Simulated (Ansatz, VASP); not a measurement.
**One calculation of SrInH3, two programs**

```
Sr In H
1.0
     4.73198    0.00000    0.00000
     0.00000    4.73198    0.00000
     0.00000    0.00000    4.17647
Sr In H
1 1 3
Direct
  0.50000 0.50000 0.00000
  0.00000 0.00000 0.50000
  0.00000 0.00000 0.00000
  0.00000 0.50000 0.50000
  0.50000 0.00000 0.50000
```

Alike in both runs: task single point; functional PBE; k mesh 4 × 4 × 4; occupations gaussian, width 0.1 eV; no spin polarisation.

|  | VASP | Ansatz |
| --- | --- | --- |
| version | VASP 6.6.1 | Ansatz 0.2.0 |
| potentials or method | VASP PAW PBE potentials, release 64 (Sr_sv, In_d, H), cutoff 520 eV | scalar-relativistic, plane waves, PAW |
| valence electrons in the cell | 26 | 26 |

VASP gave:

```
gap on the k mesh at the Fermi level (eV)                     : none
pressure (GPa)                                                : -3.7
traceless stress, the component that is largest in VASP (GPa) : -0.95
```

Task: Estimate Ansatz's values.

Result: gap on the k mesh at the Fermi level (eV): none; pressure (GPa): -3.7; traceless stress, the component that is largest in VASP (GPa): -0.94.

A gap of «none» marks a metal or a gap that the smearing closes.

The k mesh is coarse, so the values compare programs but aren't converged.
